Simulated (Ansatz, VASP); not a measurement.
# BaTiO3 in VASP and in Ansatz

```xyz
5
Lattice="3.9519 0.0000 0.0000 0.0000 3.9519 0.0000 0.0000 0.0000 3.9519" Properties=species:S:1:pos:R:3 pbc="T T T"
Ba    1.9759    1.9759    1.9759
Ti    0.0000    0.0000    0.0000
O     0.0000    0.0000    1.9759
O     0.0000    1.9759    0.0000
O     1.9759    0.0000    0.0000
```

Alike in both runs: task single point; functional r2SCAN; k mesh 7 × 7 × 7; occupations fermi-dirac, width 0.05 eV; no spin polarisation.

|  | VASP | Ansatz |
| --- | --- | --- |
| version | VASP 6.6.1 | Ansatz 0.2.0 |
| potentials or method | VASP PAW PBE potentials, release 64 (Ba_sv, Ti_sv, O_h) | Ansatz PAW |
| plane-wave cutoff (eV) | 910 | 500 |
| valence electrons in the cell | 40 | 40 |

VASP gave:

```
gap on the k mesh at the Fermi level (eV) : 2.30
least direct gap on the mesh (eV)         : 2.35
```

Question: What did Ansatz give for the same quantities?

Answer: gap on the k mesh at the Fermi level (eV): 2.32; least direct gap on the mesh (eV): 2.32.

VASP's potentials were made for PBE, not for r2SCAN. The functional is the same, so the differences come from potentials, cutoffs and numerics.

Spin-orbit coupling is off throughout. Noted on VASP's run: the cutoff is short for stress, so the pressure is rough. Noted on Ansatz's run: odd divisions of the mesh miss points on the zone boundary, where band edges often lie, so the gap on the mesh can be too wide.
